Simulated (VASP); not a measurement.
Ir, 1 atom in the cell. It takes space group Fm-3m (No. 225, cubic). Conventional cell: a = 3.805 Å, b = 3.805 Å, c = 3.805 Å, α = 90.00°, β = 90.00°, γ = 90.00°. Ir (site symmetry m-3m) has 12 Ir at 2.69 Å within 3.5 Å. 

- Program: VASP 6.6.1
- Task: single point
- Functional: r2SCAN
- Potentials or basis: VASP PAW PBE potentials, release 64 (Ir)
- Cutoff: 550 eV
- k mesh: 18 × 18 × 18
- Occupations: gaussian, width 0.1 eV
- Spin: collinear spin
- Starting moments: [0.2] μB
- Dipole correction: no
- Further INCAR settings: ALGO = Normal; EDIFF = 1e-06; NBANDS = 14

Potentials or basis: VASP PAW PBE potentials, release 64 (Ir).

Launch:

```sh
$ cat potpaw_PBE.64/Ir/POTCAR > POTCAR
$ cp INCAR.step1 INCAR
$ mpirun -np 1 vasp_std > vasp.out
$ cp INCAR.step2 INCAR
$ mpirun -np 1 vasp_std > vasp.out
```

Hardware: 1 thread of Intel(R) Xeon(R) Platinum 8259CL CPU @ 2.50GHz (Skylake/Cascade Lake), on a shared host.

Problem. How long does it take, and how much memory?

Solution. Run time: 3.8 min on 1 thread of Intel(R) Xeon(R) Platinum 8259CL CPU @ 2.50GHz (Skylake/Cascade Lake) (shared host), peak memory 0.21 GiB. Counts: k points 195.
